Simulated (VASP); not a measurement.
Set up this calculation in VASP 6.6.1, as the native input.

```
Task                   : relaxation of cell and atoms
Functional             : PBE
Potentials or basis    : VASP PAW PBE potentials, release 64 (K_sv, Nb_sv, O)
Cutoff                 : 600 eV
k mesh                 : 6 × 6 × 6
Occupations            : methfessel-paxton, width 0.02 eV
Spin                   : no spin polarisation
Dipole correction      : no
Further INCAR settings : ALGO = Normal; EDIFF = 1e-07; IBRION = 2; EDIFFG = -0.01; NSW = 80; ISIF = 3
```

The structure of KNbO3 lies in POSCAR:

```
KNbO3
1.0
    4.0291830000      0.0000000000      0.0000000000
    0.0000000000      4.0291830000      0.0000000000
    0.0000000000      0.0000000000      4.0291830000
K Nb O
1 1 3
Direct
    0.0000000000      0.0000000000      0.0000000000
    0.5000000000      0.5000000000      0.5000000000
    0.0000000000      0.5000000000      0.5000000000
    0.5000000000      0.0000000000      0.5000000000
    0.5000000000      0.5000000000      0.0000000000
```

The input as run:

INCAR

```
ALGO = Normal
EDIFF = 1E-7
EDIFFG = -0.01
ENCUT = 600
GGA = PE
GGA_COMPAT = False
IBRION = 2
ISIF = 3
ISMEAR = 1
LASPH = True
LCHARG = False
LREAL = False
LWAVE = False
NELM = 120
NELMIN = 4
NSW = 80
PREC = Accurate
SIGMA = 0.02
```

KPOINTS

```
k-points
0
Gamma
  6 6 6
```

Potentials or basis: VASP PAW PBE potentials, release 64 (K_sv, Nb_sv, O).

Command:

```bash
$ cat potpaw_PBE.64/K_sv/POTCAR potpaw_PBE.64/Nb_sv/POTCAR potpaw_PBE.64/O/POTCAR > POTCAR
$ mpirun -np 1 vasp_std > vasp.out
```

It gave:

The relaxed volume is 13.04 Å³/atom, the relaxed cell is a = 4.024 Å, b = 4.024 Å, c = 4.024 Å, α = 90.00°, β = 90.00°, γ = 90.00° and the space group after relaxing (to 0.05 Å) is Pm-3m (No. 221). The energy gained by relaxing is 0.1 meV/atom, the ionic steps are 3 and the pressure after relaxing is 0.0 GPa. The band gap on the k mesh is 1.51 eV, indirect (least direct gap 2.17 eV).

It took 73 s on 1 thread of Intel(R) Xeon(R) Platinum 8375C CPU @ 2.90GHz (Ice Lake), on a shared host, peak memory 0.21 GiB.
